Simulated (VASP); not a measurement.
# Sn (Im-3m) in VASP: a series of runs

Aim: see how the results for Sn move with the level of theory and the settings. Levels: PBEsol, PBEsol+D3(BJ). Tasks: relaxation of cell and atoms.

All numbers are computed with VASP 6.6.1; they aren't measurements. Logs are shortened: lines on timing, memory, paths and dates and some standing lists are left out, and cuts for length are marked.

### 1 The cell of the first run

It takes space group Im-3m (No. 229, cubic). Conventional cell: a = 3.789 Å, b = 3.789 Å, c = 3.789 Å, α = 90.00°, β = 90.00°, γ = 90.00°. Within 4.3 Å of Sn (site symmetry m-3m) lie 14 Sn at 3.28 to 3.79 Å.

This isn't the form of Sn at room conditions, which is tetragonal (white tin).

### 2 Relaxation of cell and atoms, PBEsol

INCAR reads:

```
PREC = Accurate
ENCUT = 600
EDIFF = 1E-7
ISMEAR = -1
SIGMA = 0.15
LREAL = F
LASPH = T
NELM = 80
ALGO = Normal
ISIF = 3
LWAVE = F
LCHARG = F
GGA = PS
IBRION = 2
NSW = 80
EDIFFG = -0.01
```

KPOINTS reads:

```
regular mesh
0
Gamma
  12 12 12
```

POSCAR reads:

```
Sn
1.0
   -1.8946518200      1.8946518200      1.8946518200
    1.8946518200     -1.8946518200      1.8946518200
    1.8946518200      1.8946518200     -1.8946518200
Sn
1
Direct
    0.0000000000      0.0000000000      0.0000000000
```

Potentials or basis: VASP PAW PBE potentials, release 64 (Sn_d).

Started as:

```console
$ cat potpaw_PBE.64/Sn_d/POTCAR > POTCAR
$ mpirun -np 1 vasp_std > vasp.out
```

OUTCAR:

```text
PREC = Accurate
   ENCUT = 600
   EDIFF = 1E-7
   ISMEAR = -1
   LREAL = F
   LASPH = T
   NELM = 80
   ISIF = 3
   GGA = PS
   IBRION = 2
   NSW = 80
   EDIFFG = -0.01

 ion  position               nearest neighbor table
   1  0.000  0.000  0.000-

  LATTYP: Found a body centered cubic cell.
 ALAT       =     3.7893036400

  Lattice vectors:

 A1 = (  -1.8946518200,   1.8946518200,   1.8946518200)
 A2 = (   1.8946518200,  -1.8946518200,   1.8946518200)
 A3 = (   1.8946518200,   1.8946518200,  -1.8946518200)

Analysis of symmetry for initial positions (statically):
=====================================================================
 Subroutine PRICEL returns:
 Original cell was already a primitive cell.

 Routine SETGRP: Setting up the symmetry group for a
 body centered cubic supercell.

 Subroutine GETGRP returns: Found 48 space group operations
 (whereof 48 operations were pure point group operations)
 out of a pool of 48 trial point group operations.

The static configuration has the point symmetry O_h .

Analysis of symmetry for dynamics (positions and initial velocities):
=====================================================================
 Subroutine PRICEL returns:
 Original cell was already a primitive cell.

 Routine SETGRP: Setting up the symmetry group for a
 body centered cubic supercell.

 Subroutine GETGRP returns: Found 48 space group operations
 (whereof 48 operations were pure point group operations)
 out of a pool of 48 trial point group operations.

The dynamic configuration has the point symmetry O_h .

 Subroutine INISYM returns: Found 48 space group operations
 (whereof 48 operations are pure point group operations),
 and found     1 'primitive' translations

----------------------------------------------------------------------------------------

                                     Primitive cell

  volume of cell :      27.2050

  direct lattice vectors                    reciprocal lattice vectors
    -1.894651820  1.894651820  1.894651820     0.000000000  0.263900731  0.263900731
     1.894651820 -1.894651820  1.894651820     0.263900731  0.000000000  0.263900731
     1.894651820  1.894651820 -1.894651820     0.263900731  0.263900731  0.000000000

  length of vectors
     3.281633215  3.281633215  3.281633215     0.373211993  0.373211993  0.373211993

  position of ions in fractional coordinates (direct lattice)
     0.000000000  0.000000000  0.000000000

[... 95 lines left out ...]
     AMIX_MAG =   1.60;   BMIX_MAG =  1.00
  volume/ion in A,a.u.               =      27.20       183.59
  Fermi-wavevector in a.u.,A,eV,Ry     =   1.311902  2.479136 23.416813  1.721087
  Thomas-Fermi vector in A             =   2.442332
   LORBIT       =      0    0 simple, 1 ext, 2 COOP (PROOUT), +10 PAW based schemes
   GGA     = PS    functional components
   LHFCALC =     F    Hartree Fock is set to
   AEXX    =    0.0000 exact exchange contribution
   IVDW    =     0    specifies the selected vdW correction
   LEPSILON=     F    determine dielectric tensor
   LRPA    =     F    only Hartree local field effects (RPA)
 conjugate gradient relaxation of ions
 non-spin polarized calculation
  energy-cutoff  :      600.00
  volume of cell :       27.20
 maximum number of plane-waves:       935
 NGX is ok and might be reduce to    28
   NGX = 13   NGY = 13   NGZ = 13

--------------------------------------- Ionic step        1  -------------------------------------------

 number of electron      13.9999996 magnetization

 Free energy of the ion-electron system (eV)
  ---------------------------------------------------
  ext. energy  EPLUGINS =         0.00000000
  ---------------------------------------------------
  free energy    TOTEN  =        -4.24578325 eV

  energy without entropy =       -4.20282632  energy(sigma->0) =       -4.22430478

------------------------ aborting loop because EDIFF is reached ----------------------------------------

  FORCE on cell =-STRESS in cart. coord.  units (eV):
  Direction    XX          YY          ZZ          XY          YZ          ZX
  --------------------------------------------------------------------------------------
  -------------------------------------------------------------------------------------
  Total       -0.3483142     -0.3483142     -0.3483142     -0.0000000     -0.0000000      0.0000000
  in kB      -20.5132043    -20.5132043    -20.5132043     -0.0000000     -0.0000000      0.0000000
  external PRESSURE =     -20.5132043 kB  Pullay stress =       0.0000000 kB
[... 57 lines left out ...]
--------------------------------------- Ionic step        3  -------------------------------------------

 number of electron      14.0000003 magnetization

 Free energy of the ion-electron system (eV)
  ---------------------------------------------------
  ext. energy  EPLUGINS =         0.00000000
  ---------------------------------------------------
  free energy    TOTEN  =        -4.25294470 eV

  energy without entropy =       -4.21264511  energy(sigma->0) =       -4.23279490

 E-fermi :   8.4371     XC(G=0): -10.6935

 val. band max:        8.3899742087   @ k =  -0.4167   0.4167   0.4167
 cond. band min:       8.4938677414   @ k =   0.1667   0.1667   0.0833
 fundamental gap:      0.1038935327
 Fermi energy:         8.4371304161

 k-point     1 :       0.0000    0.0000    0.0000
  band No.  band energies     occupation
      1     -13.0581      2.00000
      2     -13.0581      2.00000
      3     -13.0581      2.00000
      4     -12.9004      2.00000
      5     -12.9004      2.00000
      6      -2.9780      2.00000
      7      16.7388      0.00000
      8      16.7388      0.00000
      9      16.7388      0.00000
     10      20.6198      0.00000
     11      20.6198      0.00000
[... 309 lines left out ...]
 k-point    24 :       0.4167    0.0833    0.0833
  band No.  band energies     occupation
      1     -13.0966      2.00000
      2     -13.0278      2.00000
      3     -12.9084      2.00000
      4     -12.9063      2.00000
      5     -12.8321      2.00000
      6       2.1848      2.00000
      7       4.1373      2.00000
      8      10.3218      0.00001
      9      11.8037      0.00000
     10      19.0427      0.00000
     11      19.4652      0.00000

 [... further k-points ...]

------------------------ aborting loop because EDIFF is reached ----------------------------------------

  FORCE on cell =-STRESS in cart. coord.  units (eV):
  Direction    XX          YY          ZZ          XY          YZ          ZX
  --------------------------------------------------------------------------------------
  -------------------------------------------------------------------------------------
  Total        0.0014649      0.0014649      0.0014649      0.0000000     -0.0000000      0.0000000
  in kB        0.0898448      0.0898448      0.0898448      0.0000000     -0.0000000      0.0000000
  external PRESSURE =       0.0898448 kB  Pullay stress =       0.0000000 kB
[... 16 lines left out ...]
  FREE ENERGIE OF THE ION-ELECTRON SYSTEM (eV)
  ---------------------------------------------------
  free  energy   TOTEN  =        -4.2529447001 eV

  energy  without entropy=       -4.2126451060  energy(sigma->0) =       -4.23279490

 reached required accuracy - stopping structural energy minimisation
```

CONTCAR:

```text
Sn
   1.00000000000000
    -1.8692020648040957    1.8692020648040957    1.8692020648040957
     1.8692020648040957   -1.8692020648040957    1.8692020648040957
     1.8692020648040957    1.8692020648040957   -1.8692020648040957
  Sn
     1
Direct
     0.0000000000000000    0.0000000000000000    0.0000000000000000

  0.00000000E+00  0.00000000E+00  0.00000000E+00
```

Wall time 78 s (1 thread of Intel Xeon Platinum 8259CL at 2.50GHz (Skylake/Cascade Lake), shared host); peak memory 0.18 GiB.

Results:

```
Free energy                           : -4.2529 eV
Relaxed volume                        : 26.12 Å³/atom
Relaxed cell                          : a = 3.238 Å, b = 3.238 Å, c = 3.238 Å, α = 109.47°, β = 109.47°, γ = 109.47°
Space group after relaxing (to 0.1 Å) : Im-3m (No. 229)
Energy gained by relaxing             : 7.2 meV/atom
Ionic steps                           : 3
Pressure after relaxing               : 0.0 GPa
Band gap on the k mesh                : zero (bands 7 and 8 overlap by 10.92 eV)
```

Step by step:
```tsv
step	energy change (eV)	largest force (eV/Å)	pressure (GPa)	volume (Å³)
1	0.0000	0.0000	-2.05	27.20
2	-0.0067	0.0000	0.58	25.86
3	-0.0072	0.0000	0.01	26.12
```

Final structure:
```cif
data_structure
_symmetry_space_group_name_H-M 'P 1'
_symmetry_Int_Tables_number 1
_cell_length_a 3.2376
_cell_length_b 3.2376
_cell_length_c 3.2376
_cell_angle_alpha 109.471
_cell_angle_beta 109.471
_cell_angle_gamma 109.471
_cell_volume 26.12
loop_
_atom_site_label
_atom_site_type_symbol
_atom_site_fract_x
_atom_site_fract_y
_atom_site_fract_z
_atom_site_occupancy
Sn1 Sn 0.00000 0.00000 0.00000 1
```

Caveat: the PAW data sets were made with another functional, which shifts forces and pressure a little; spin-orbit coupling is left out, which moves the levels of the heavy elements.

### 3 Relaxation of cell and atoms, PBEsol+D3(BJ)

INCAR reads:

```
ALGO     = Normal         # electronic algorithm
EDIFF    = 1E-6           # SCF threshold, eV
EDIFFG   = -0.01          # ionic threshold
ENCUT    = 600            # plane-wave cutoff, eV
GGA      = PS             # functional
IBRION   = 2              # ionic algorithm
ISIF     = 3              # what is computed and relaxed
ISMEAR   = -1             # smearing method
IVDW     = 12             # dispersion correction
LASPH    = True           # aspherical terms in the spheres
LCHARG   = False          # write CHGCAR
LREAL    = False          # projectors in reciprocal space
LWAVE    = False          # write WAVECAR
NELM     = 80             # most SCF steps
NSW      = 80             # ionic steps
PREC     = Accurate       # precision mode
SIGMA    = 0.15           # smearing width, eV
```

KPOINTS reads:

```
k-points
0
Gamma
  12 12 12
```

POSCAR is that of step 2.

Potentials or basis: VASP PAW PBE potentials, release 64 (Sn_d).

Started as:

```console
$ cat potpaw_PBE.64/Sn_d/POTCAR > POTCAR
$ mpirun -np 1 vasp_std > vasp.out
```

It took 62 s on 1 thread of Intel Xeon Platinum 8259CL at 2.50GHz (Skylake/Cascade Lake), shared host; peak memory 0.19 GiB.

Results (log left out):

| Quantity | Value |
| --- | --- |
| Free energy | -4.6688 eV |
| Relaxed volume | 24.94 Å³/atom |
| Relaxed cell | a = 3.188 Å, b = 3.188 Å, c = 3.188 Å, α = 109.47°, β = 109.47°, γ = 109.47° |
| Space group after relaxing (to 0.1 Å) | Im-3m (No. 229) |
| Energy gained by relaxing | 34.2 meV/atom |
| Ionic steps | 3 |
| Pressure after relaxing | 0.0 GPa |
| Band gap on the k mesh | zero (bands 7 and 8 overlap by 11.54 eV) |
| Dispersion energy per atom | -0.426 eV |

The path:
```
step  energy change (eV)  largest force (eV/Å)  pressure (GPa)  volume (Å³)
   1              0.0000                0.0000           -4.47        27.20
   2             -0.0310                0.0000            1.68        24.33
   3             -0.0342                0.0000            0.02        24.94
```

Final structure:
```cif
data_structure
_symmetry_space_group_name_H-M 'P 1'
_symmetry_Int_Tables_number 1
_cell_length_a 3.1880
_cell_length_b 3.1880
_cell_length_c 3.1880
_cell_angle_alpha 109.471
_cell_angle_beta 109.471
_cell_angle_gamma 109.471
_cell_volume 24.94
loop_
_atom_site_label
_atom_site_type_symbol
_atom_site_fract_x
_atom_site_fract_y
_atom_site_fract_z
_atom_site_occupancy
Sn1 Sn 0.00000 0.00000 0.00000 1
```

Levels at points of the mesh, in eV from the Fermi level:
```tsv
k point	band 5	band 6	band 7	band 8	band 9	band 10
(0.00, 0.00, 0.00)	-21.35	-11.77	8.76	8.76	8.76	12.27
(0.50, 0.00, 0.00)	-21.24	-6.54	-4.90	3.88	5.71	8.45
(0.50, 0.50, 0.50)	-21.27	-2.00	-0.60	-0.60	-0.60	3.80
```

Caveat: the PAW data sets were made with another functional, which shifts forces and pressure a little; spin-orbit coupling is left out, which moves the levels of the heavy elements.
